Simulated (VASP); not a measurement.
# Be (P2_1/m) in VASP: notebook

Runs on Be. Level: PBE+D3(BJ). Tasks: single point.

Everything below comes from runs of VASP 6.6.1. Logs are shortened: lines on timing, memory, paths and dates and some standing lists are left out, and cuts for length are marked.

## 1. The cell of the first run

Symmetry: P2_1/m, No. 11, monoclinic system. The conventional cell has a = 2.214 Å, b = 3.500 Å, c = 2.214 Å, α = 90.00°, β = 120.00°, γ = 90.00°. Within 2.7 Å of Be (site symmetry m) lie 12 Be at 2.07 to 2.35 Å.

## 2. Single point, PBE+D3(BJ) (atoms displaced along several vibrational modes)

Contents of INCAR:

```
SYSTEM = Be
  ALGO = Fast
  EDIFF = 1E-6
  ENCUT = 520
  GGA = PE
  ISIF = 2
  ISMEAR = 0
  IVDW = 12
  LASPH = .TRUE.
  LCHARG = .TRUE.
  LELF = .TRUE.
  LREAL = .FALSE.
  LVHAR = .TRUE.
  LWAVE = .FALSE.
  NBANDS = 9
  NELM = 80
  PREC = Accurate
  SIGMA = 0.15
```

Contents of KPOINTS:

```
k-points
0
G
  24 24 12
  0 0 0
```

Contents of POSCAR:

```
Be
1.0
    2.2141966284      0.0000000000      0.0000000000
   -1.1070983142      1.9175505292      0.0000000000
    0.0000000000      0.0000000000      3.5001053904
Be
2
Direct
    0.2826293077      0.6908120539      0.2500000000
    0.7173706923      0.3091879461      0.7500000000
```

Potentials or basis: VASP PAW PBE potentials, release 64 (Be).

Command:

```
> cat potpaw_PBE.64/Be/POTCAR > POTCAR
> mpirun -np 1 vasp_std > vasp.out
```

OUTCAR:

```text
SYSTEM = Be
   EDIFF = 1E-6
   ENCUT = 520
   GGA = PE
   ISIF = 2
   ISMEAR = 0
   IVDW = 12
   LASPH = .TRUE.
   LREAL = .FALSE.
   NELM = 80
   PREC = Accurate
 IVDW          = 12

 ion  position               nearest neighbor table
   1  0.283  0.691  0.250-   2 2.07   2 2.07   2 2.13   2 2.13   2 2.35   2 2.35
   2  0.717  0.309  0.750-   1 2.07   1 2.07   1 2.13   1 2.13   1 2.35   1 2.35

  LATTYP: Found a hexagonal cell.
 ALAT       =     2.2141966284
 C/A-ratio  =     1.5807563545

  Lattice vectors:

 A1 = (   2.2141966284,   0.0000000000,   0.0000000000)
 A2 = (  -1.1070983142,   1.9175505292,   0.0000000000)
 A3 = (   0.0000000000,   0.0000000000,   3.5001053904)

Analysis of symmetry for initial positions (statically):
=====================================================================
 Subroutine PRICEL returns:
 Original cell was already a primitive cell.

 Routine SETGRP: Setting up the symmetry group for a
 hexagonal supercell.

 Subroutine GETGRP returns: Found  4 space group operations
 (whereof  2 operations were pure point group operations)
 out of a pool of 24 trial point group operations.

The static configuration has the point symmetry S_2 .
 The point group associated with its full space group is C_2h.

Analysis of symmetry for dynamics (positions and initial velocities):
=====================================================================
 Subroutine PRICEL returns:
 Original cell was already a primitive cell.

 Routine SETGRP: Setting up the symmetry group for a
 hexagonal supercell.

 Subroutine GETGRP returns: Found  4 space group operations
 (whereof  2 operations were pure point group operations)
 out of a pool of 24 trial point group operations.

The dynamic configuration has the point symmetry S_2 .
 The point group associated with its full space group is C_2h.

 Subroutine INISYM returns: Found  4 space group operations
 (whereof  2 operations are pure point group operations),
 and found     1 'primitive' translations

----------------------------------------------------------------------------------------

                                     Primitive cell

  volume of cell :      14.8609

  direct lattice vectors                    reciprocal lattice vectors
     2.214196628  0.000000000  0.000000000     0.451631073  0.260749322  0.000000000
    -1.107098314  1.917550529  0.000000000     0.000000000  0.521498644  0.000000000
     0.000000000  0.000000000  3.500105390     0.000000000  0.000000000  0.285705683

  length of vectors
     2.214196628  2.214196628  3.500105390     0.521498644  0.521498644  0.285705683

[... 88 lines left out ...]
   POTIM  = 0.5000    time-step for ionic-motion
   TEBEG  =    0.0;   TEEND  =   0.0 temperature during run
   PSTRESS=    0.0 pullay stress
   NELECT =       4.0000    total number of electrons
   NUPDOWN=      -1.0000    fix difference up-down
   EMIN   =  10.00;   EMAX   =-10.00  energy-range for DOS
   EFERMI =   0.00;   METHOD = LEGACY
   ISMEAR =     0;   SIGMA  =   0.15  broadening in eV -4-tet -1-fermi 0-gaus
   EFERMI_NEDOS =   21; number of points for ismear=-14 and -15
   IALGO  =     68    algorithm
   IMIX   =      4    mixing-type and parameters
     AMIX     =   0.40;   BMIX     =  1.00
     AMIX_MAG =   1.60;   BMIX_MAG =  1.00
  volume/ion in A,a.u.               =       7.43        50.14
  Fermi-wavevector in a.u.,A,eV,Ry     =   1.057012  1.997464 15.201455  1.117275
  Thomas-Fermi vector in A             =   2.192270
   LORBIT       =      0    0 simple, 1 ext, 2 COOP (PROOUT), +10 PAW based schemes
   GGA     = PE    functional components
   LHFCALC =     F    Hartree Fock is set to
   AEXX    =    0.0000 exact exchange contribution
   IVDW    =    12    specifies the selected vdW correction
   LEPSILON=     F    determine dielectric tensor
   LRPA    =     F    only Hartree local field effects (RPA)
 non-spin polarized calculation
 RMM-DIIS sequential band-by-band and
 Gauss-broadening in eV      SIGMA  =   0.15
  energy-cutoff  :      520.00
  volume of cell :       14.86
 maximum number of plane-waves:       418
   NGX =  9   NGY =  9   NGZ = 13

 number of electron       4.0000000 magnetization

 Free energy of the ion-electron system (eV)
  ---------------------------------------------------
  ext. energy  EPLUGINS =         0.00000000
  ---------------------------------------------------
  free energy    TOTEN  =        -7.37587722 eV

  energy without entropy =       -7.37447716  energy(sigma->0) =       -7.37517719

 E-fermi :   7.6379     XC(G=0): -10.8107

 val. band max:        7.5957282280   @ k =   0.2917   0.3333  -0.0833
 cond. band min:       7.6393449236   @ k =   0.1667   0.2917   0.0000
 fundamental gap:      0.0436166956
 Fermi energy:         7.6378976304

 k-point     1 :       0.0000    0.0000    0.0000
  band No.  band energies     occupation
      1      -4.1470      2.00000
      2       2.8072      2.00000
      3       8.8156      0.00000
      4      23.6299      0.00000
      5      25.8120      0.00000
      6      25.8360      0.00000
      7      28.9427      0.00000
      8      29.5858      0.00000
      9      35.0477      0.00000
[... 265 lines left out ...]
 k-point    24 :       0.0000    0.3333    0.0000
  band No.  band energies     occupation
      1      -0.8718      2.00000
      2       7.1605      1.99999
      3       7.8305      0.06934
      4      14.7016      0.00000
      5      19.0503      0.00000
      6      20.0268      0.00000
      7      21.6003      0.00000
      8      23.6617      0.00000
      9      31.2556      0.00000

 [... further k-points ...]

------------------------ aborting loop because EDIFF is reached ----------------------------------------

 Edisp (eV)   -0.75730

 E8    (eV) :    -0.2626

  FORCE on cell =-STRESS in cart. coord.  units (eV):
  Direction    XX          YY          ZZ          XY          YZ          ZX
  --------------------------------------------------------------------------------------
  -------------------------------------------------------------------------------------
  Total      -0.32224     0.33192     0.45185     0.77366     0.00000     0.00000
  in kB     -34.74098    35.78480    48.71439    83.41008     0.00000     0.00000
  external pressure =       16.59 kB  Pullay stress =        0.00 kB

 VOLUME and BASIS-vectors are now :
 -----------------------------------------------------------------------------
  energy-cutoff  :      520.00
  volume of cell :       14.86
      direct lattice vectors                 reciprocal lattice vectors
     2.214196628  0.000000000  0.000000000     0.451631073  0.260749322  0.000000000
    -1.107098314  1.917550529  0.000000000     0.000000000  0.521498644  0.000000000
     0.000000000  0.000000000  3.500105390     0.000000000  0.000000000  0.285705683

 POSITION                                       TOTAL-FORCE (eV/Angst)
 -----------------------------------------------------------------------------------
     -0.13900      1.32467      0.87503         0.791674     -0.041297      0.000000
      1.24610      0.59288      2.62508        -0.791674      0.041297     -0.000000
 -----------------------------------------------------------------------------------
    total drift:                               -0.000000     -0.000000     -0.000000

  FREE ENERGIE OF THE ION-ELECTRON SYSTEM (eV)
  ---------------------------------------------------
  free  energy   TOTEN  =        -8.1331725759 eV

  energy  without entropy=       -8.1317725190  energy(sigma->0) =       -8.13247255
```

OSZICAR:

```text
N       E                     dE             d eps       ncg     rms          rms(c)
DAV:   1    -0.258260912641E+01   -0.25826E+01   -0.18090E+03 37076   0.369E+02
DAV:   2    -0.740217018274E+01   -0.48196E+01   -0.46773E+01 54009   0.555E+01
DAV:   3    -0.745301555159E+01   -0.50845E-01   -0.50205E-01 41471   0.380E+00
DAV:   4    -0.745309511377E+01   -0.79562E-04   -0.79558E-04 45028   0.149E-01
DAV:   5    -0.745309515588E+01   -0.42114E-07   -0.42506E-07 40632   0.344E-03    0.130E+00
RMM:   6    -0.739691195463E+01    0.56183E-01   -0.72827E-03 37233   0.930E-01    0.803E-01
RMM:   7    -0.737586294238E+01    0.21049E-01   -0.84873E-03 37903   0.909E-01    0.345E-02
RMM:   8    -0.737587749943E+01   -0.14557E-04   -0.44889E-04 40727   0.189E-01    0.128E-02
RMM:   9    -0.737587896270E+01   -0.14633E-05   -0.15901E-05 43430   0.289E-02    0.414E-03
RMM:  10    -0.737587796051E+01    0.10022E-05   -0.11832E-06 39742   0.930E-03    0.246E-03
RMM:  11    -0.737587721505E+01    0.74546E-06   -0.15193E-07 36430   0.334E-03
   1 F= -.81331726E+01 E0= -.81324725E+01  d E =-.140006E-02
```

stdout:

```text
POSCAR found type information on POSCAR Be
 POSCAR found :  1 types and       2 ions
 scaLAPACK will be used
 LDA part: xc-table for (Slater+PW92), standard interpolation
 POSCAR, INCAR and KPOINTS ok, starting setup
 FFT: planning ... GRIDC
 FFT: planning ... GRID_SOFT
 FFT: planning ... GRID
 WAVECAR not read
 entering main loop
```

Wall time 3.5 min (1 thread of Oxide Virtual Turin-like, shared host); peak memory 0.3 GiB.

Results:

- Free energy: -8.1332 eV
- Pressure: 1.7 GPa
- Largest force: 0.793 eV/Å
- Band gap on the k mesh: zero (bands 2 and 3 overlap by 2.11 eV)
- Dispersion energy per atom: -0.379 eV

Forces in eV/Å, atoms in the order of the input:
```
Be   0.792 -0.041  0.000
Be  -0.792  0.041  0.000
```

Levels at points of the mesh, in eV from the Fermi level:
```
           k point  band 1  band 2  band 3  band 4  band 5  band 6  band 7
(0.00, 0.00, 0.00)  -11.78   -4.83    1.18   15.99   18.17   18.20   21.30
(0.50, 0.00, 0.00)   -4.86   -4.03    4.50    5.44    8.40    9.66   10.27
(0.00, 0.50, 0.00)   -5.12   -3.65    3.97    6.09    7.67   10.13   10.45
(0.50, 0.50, 0.00)   -5.77   -2.03    2.73    5.04    8.21    9.78   11.30
(0.00, 0.00, 0.50)   -9.59   -9.59   10.97   10.97   18.30   18.30   18.65
(0.50, 0.00, 0.50)   -4.09   -4.09    2.14    2.14   12.35   12.35   15.50
(0.00, 0.50, 0.50)   -4.02   -4.02    1.95    1.95   12.29   12.29   16.01
(0.50, 0.50, 0.50)   -3.43   -3.43    0.74    0.74   12.48   12.48   17.87
```

Caveat: the cell differs from its parent crystal (atoms displaced along several vibrational modes); the stress differs along the axes, from -3 to 5 GPa.

## 3. Single point, PBE+D3(BJ) (atoms displaced along several vibrational modes)

Contents of INCAR:

```
  PREC = Accurate
  ENCUT = 520
  EDIFF = 1E-7
  ISMEAR = 0
  SIGMA = 0.15
  LREAL = False
  LASPH = True
  NELM = 80
  ALGO = Fast
  ISIF = 2
  LWAVE = False
  LCHARG = True
  GGA = PE
  IVDW = 12
  LELF = True
  LVHAR = True
  NBANDS = 9
```

Contents of KPOINTS:

```
regular mesh
0
Gamma
  24 24 12
```

Contents of POSCAR:

```
Be
1.0
    2.2141966284      0.0000000000      0.0000000000
   -1.1070983142      1.9175505292      0.0000000000
    0.0000000000      0.0000000000      3.5001053904
Be
2
Direct
    0.3244955082      0.6908120539      0.2500000000
    0.6755044918      0.3091879461      0.7500000000
```

Potentials or basis: VASP PAW PBE potentials, release 64 (Be).

Command:

```
> cat potpaw_PBE.64/Be/POTCAR > POTCAR
> mpirun -np 1 vasp_std > vasp.out
```

Run time: 4.6 min. Hardware: 1 thread of Oxide Virtual Turin-like, shared host; peak memory 0.3 GiB.

The run converged. Its results:

```yaml
Free_energy: -8.2342 eV
Pressure: 0.5 GPa
Largest_force: 0.454 eV/Å
Band_gap_on_the_k_mesh: zero (bands 2 and 3 overlap by 2.22 eV)
Dispersion_energy_per_atom: -0.379 eV
```

Forces in eV/Å, atoms in the order of the input:
```
Be   0.280 -0.358  0.000
Be  -0.280  0.358  0.000
```

Stress tensor (GPa, compression positive):
```
-2.65  3.27  0.00
 3.27  3.33  0.00
 0.00  0.00  0.95
```

Levels at points of the mesh, in eV from the Fermi level:
```csv
k point,band 1,band 2,band 3,band 4,band 5,band 6
"(0.00, 0.00, 0.00)",-11.71,-4.73,1.25,16.45,17.40,19.08
"(0.50, 0.00, 0.00)",-5.18,-3.34,3.88,6.49,7.36,10.04
"(0.00, 0.50, 0.00)",-5.05,-3.57,4.15,6.12,7.79,9.99
"(0.50, 0.50, 0.00)",-5.48,-2.66,3.28,6.20,7.44,9.88
"(0.00, 0.00, 0.50)",-9.51,-9.51,11.09,11.09,18.49,18.49
"(0.50, 0.00, 0.50)",-3.87,-3.87,1.87,1.87,12.56,12.56
"(0.00, 0.50, 0.50)",-3.93,-3.93,2.01,2.01,12.60,12.60
"(0.50, 0.50, 0.50)",-3.64,-3.64,1.36,1.36,12.59,12.59
```

Caveat: the cell differs from its parent crystal (atoms displaced along several vibrational modes); the stress differs along the axes, from -3 to 3 GPa.

## 4. Single point, PBE+D3(BJ) (atoms displaced along several vibrational modes)

Contents of INCAR:

```
ALGO     = Fast           # electronic algorithm
EDIFF    = 1E-7           # SCF threshold, eV
ENCUT    = 520            # plane-wave cutoff, eV
GGA      = PE             # functional
ISIF     = 2              # what is computed and relaxed
ISMEAR   = 0              # smearing method
IVDW     = 12             # dispersion correction
LASPH    = T              # aspherical terms in the spheres
LCHARG   = T              # write CHGCAR
LELF     = T              # ELF
LREAL    = F              # projectors in reciprocal space
LVHAR    = T            
LWAVE    = F              # write WAVECAR
NBANDS   = 9              # bands
NELM     = 100            # most SCF steps
PREC     = Accurate       # precision mode
SIGMA    = 0.15           # smearing width, eV
```

Contents of KPOINTS:

```
k-points
0
Gamma
  24 24 12
```

Contents of POSCAR:

```
Be
1.0
    2.2141966284      0.0000000000      0.0000000000
   -1.1070983142      1.9175505292      0.0000000000
    0.0000000000      0.0000000000      3.5001053904
Be
2
Direct
    0.2584839205      0.6425212795      0.2500000000
    0.7415160795      0.3574787205      0.7500000000
```

Command:

```
> cat potpaw_PBE.64/Be/POTCAR > POTCAR
> mpirun -np 1 vasp_std > vasp.out
```

Wall time 4 min (1 thread of Oxide Virtual Turin-like, shared host); peak memory 0.3 GiB.

The run converged. Its results:

* Free energy: -8.0734 eV
* Pressure: 2.3 GPa
* Largest force: 1.369 eV/Å
* Band gap on the k mesh: zero (bands 2 and 3 overlap by 2.06 eV)
* Dispersion energy per atom: -0.379 eV

Forces on the atoms (eV/Å):
```
Be   1.216  0.630  0.000
Be  -1.216 -0.630  0.000
```

Stress tensor (GPa, compression positive):
```
 0.93  7.18  0.00
 7.18 -2.24  0.00
 0.00  0.00  8.14
```

Levels at points of the mesh, in eV from the Fermi level:
```tsv
k point	band 1	band 2	band 3	band 4	band 5	band 6	band 7
(0.00, 0.00, 0.00)	-11.81	-4.88	1.16	16.26	17.97	18.18	20.72
(0.50, 0.00, 0.00)	-4.63	-4.38	4.79	5.01	9.09	9.14	9.88
(0.00, 0.50, 0.00)	-5.53	-2.91	3.16	6.32	7.18	10.34	10.75
(0.50, 0.50, 0.00)	-5.68	-2.46	2.87	5.61	7.74	10.10	11.03
(0.00, 0.00, 0.50)	-9.62	-9.62	10.90	10.90	18.29	18.29	18.59
(0.50, 0.00, 0.50)	-4.16	-4.16	2.20	2.20	12.52	12.52	14.85
(0.00, 0.50, 0.50)	-3.81	-3.81	1.38	1.38	12.30	12.30	16.85
(0.50, 0.50, 0.50)	-3.64	-3.64	1.03	1.03	12.36	12.36	17.36
```

Caveat: the cell differs from its parent crystal (atoms displaced along several vibrational modes); the stress differs along the axes, from -2 to 8 GPa; forces of over 1 eV/Å act on the atoms, so gaps and moduli don't describe the material at rest.

## 5. Single point, PBE+D3(BJ) (atoms displaced along several vibrational modes)

Contents of INCAR:

```
SYSTEM = Be
PREC     = Accurate       ! precision mode
ENCUT    = 520            ! plane-wave cutoff, eV
EDIFF    = 1E-6           ! SCF threshold, eV
ISMEAR   = 0              ! smearing method
SIGMA    = 0.15           ! smearing width, eV
LREAL    = .FALSE.        ! projectors in reciprocal space
LASPH    = .TRUE.         ! aspherical terms in the spheres
NELM     = 60             ! most SCF steps
ALGO     = Fast           ! electronic algorithm
ISIF     = 2              ! what is computed and relaxed
LWAVE    = .FALSE.        ! write WAVECAR
LCHARG   = .TRUE.         ! write CHGCAR
GGA      = PE             ! functional
IVDW     = 12             ! dispersion correction
LELF     = .TRUE.         ! ELF
LVHAR    = .TRUE.       
NBANDS   = 9              ! bands
```

Contents of KPOINTS:

```
Automatic mesh
0
G
  24 24 12
  0 0 0
```

Contents of POSCAR:

```
Be
1.0
    2.2141966284      0.0000000000      0.0000000000
   -1.1070983142      1.9175505292      0.0000000000
    0.0000000000      0.0000000000      3.5001053904
Be
2
Direct
    0.3068007699      0.7391549781      0.2500000000
    0.6931992301      0.2608450219      0.7500000000
```

Command:

```
> cat potpaw_PBE.64/Be/POTCAR > POTCAR
> mpirun -np 1 vasp_std > vasp.out
```

It took 3.6 min on 1 thread of Oxide Virtual Turin-like, shared host; peak memory 0.3 GiB.

Results (log left out):

| Property | Result |
| --- | --- |
| Free energy | -8.0439 eV |
| Pressure | 2.6 GPa |
| Largest force | 0.985 eV/Å |
| Band gap on the k mesh | zero (bands 2 and 3 overlap by 1.99 eV) |
| Dispersion energy per atom | -0.379 eV |

Forces on the atoms (eV/Å):
```
Be   0.295 -0.940  0.000
Be  -0.295  0.940  0.000
```

Stress tensor (GPa, compression positive):
```
-7.03  8.98  0.00
 8.98  6.63  0.00
 0.00  0.00  8.30
```

Levels at points of the mesh, in eV from the Fermi level:
```csv
k point,band 1,band 2,band 3,band 4,band 5,band 6
"(0.00, 0.00, 0.00)",-11.85,-4.92,1.12,15.81,17.74,18.64
"(0.50, 0.00, 0.00)",-5.16,-3.76,3.86,6.02,7.64,10.01
"(0.00, 0.50, 0.00)",-4.69,-4.39,4.83,4.89,8.85,9.16
"(0.50, 0.50, 0.00)",-5.92,-1.72,2.45,4.43,8.54,9.74
"(0.00, 0.00, 0.50)",-9.65,-9.65,10.87,10.87,18.18,18.18
"(0.50, 0.00, 0.50)",-4.10,-4.10,1.91,1.91,12.09,12.09
"(0.00, 0.50, 0.50)",-4.20,-4.20,2.16,2.16,12.18,12.18
"(0.50, 0.50, 0.50)",-3.34,-3.34,0.39,0.39,12.39,12.39
```

Caveat: the cell differs from its parent crystal (atoms displaced along several vibrational modes); the stress differs along the axes, from -7 to 8 GPa.

(Part 1 of 2 ends here.)

The gap in the log of VASP goes by the Fermi energy; the results here count the filled bands.